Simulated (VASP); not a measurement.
Here is a VASP 6.6.1 calculation.

The input INCAR:

```
PREC = Accurate
ENCUT = 600
EDIFF = 1E-6
ISMEAR = 0
SIGMA = 0.1
LREAL = F
LASPH = T
NELM = 60
ALGO = Normal
ISIF = 3
LWAVE = F
LCHARG = F
GGA = PE
IBRION = 2
NSW = 90
EDIFFG = -0.04
```

KPOINTS

```
regular mesh
0
Gamma
  4 4 1
```

Contents of POSCAR:

```
InGa5P6
1.0
    3.8305040100      0.0000000000      0.0000000000
    0.0000000000      3.8305040100      0.0000000000
    0.0000000000      0.0000000000     16.2514521700
In Ga P
1 5 6
Direct
    0.0000000000      0.0000000000      0.5000000000
    0.0000000000      0.0000000000      0.8333333300
    0.5000000000      0.5000000000      0.0000000000
    0.0000000000      0.0000000000      0.1666666700
    0.5000000000      0.5000000000      0.3333333300
    0.5000000000      0.5000000000      0.6666666700
    0.0000000000      0.0000000000      0.0000000000
    0.5000000000      0.5000000000      0.1666666700
    0.0000000000      0.0000000000      0.3333333300
    0.5000000000      0.5000000000      0.5000000000
    0.0000000000      0.0000000000      0.6666666700
    0.5000000000      0.5000000000      0.8333333300
```

Potentials or basis: VASP PAW PBE potentials, release 64 (In_d, Ga_d, P).

Launch:

```bash
$ cat potpaw_PBE.64/In_d/POTCAR potpaw_PBE.64/Ga_d/POTCAR potpaw_PBE.64/P/POTCAR > POTCAR
$ mpirun -np 1 vasp_std > vasp.out
```

Question: What does it give for the band gap on the k mesh?

Answer: Zero (bands 54 and 55 overlap by 2.01 eV).

Question: What does it give for the relaxed cell?

Answer: a = 3.763 Å, b = 3.763 Å, c = 15.219 Å, α = 90.00°, β = 90.00°, γ = 90.00°.

Question: What does it give for the relaxed volume?

Answer: 17.96 Å³/atom.

Question: Predict the space group after relaxing (to 0.1 Å).

Answer: P4/mmm (No. 123).

Stress tensor (GPa, compression positive):
```
-0.01  0.00  0.00
 0.00 -0.01  0.00
 0.00  0.00  0.23
```

Caveat: the k points lie up to 0.42 Å⁻¹ apart in the final cell, too coarse for converged energies and pressures of a metal; spin-orbit coupling is left out, which moves the levels of the heavy elements.
